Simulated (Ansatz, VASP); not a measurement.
**One calculation of Hf2NbO2, two programs**

```
Hf Nb O
1.0
     4.00980   -3.10484   -1.30819
     4.00980    3.10484   -1.30819
    -3.03525    0.00000    4.25423
Hf Nb O
2 1 2
Direct
  0.74987 0.25013 0.50000
  0.25013 0.74987 0.50000
  0.00000 0.00000 0.00000
  0.00000 0.50000 0.50000
  0.50000 0.00000 0.50000
```

Alike in both runs: functional PBE; k mesh 4 × 4 × 5; occupations gaussian, width 0.2 eV; no spin polarisation.

Ansatz relaxed the structure, and its values are those at the end. VASP's run is a single point on that final structure, the one shown.

|  | VASP | Ansatz |
| --- | --- | --- |
| version | VASP 6.6.1 | Ansatz 0.2.0 |
| potentials or method | VASP PAW PBE potentials, release 64 (Hf_pv, Nb_sv, O), cutoff 520 eV | scalar-relativistic, plane waves, PAW |
| valence electrons in the cell | 45 | 77 |

|  | VASP | Ansatz | Ansatz less VASP |
| --- | --- | --- | --- |
| gap on the k mesh at the Fermi level (eV) | none | none | - |
| pressure (GPa) | -0.9 | 0.1 | +1.01 |

A gap of «none» marks a metal or a gap that the smearing closes. With one functional, cell and mesh, what is left measures potentials, basis and numerics. VASP's potentials hold 45 valence electrons a cell and Ansatz's 77, so a difference there can come from the potentials and not from the codes.

The k mesh is coarse, so the values compare programs but aren't converged. Neither program's run includes spin-orbit coupling.
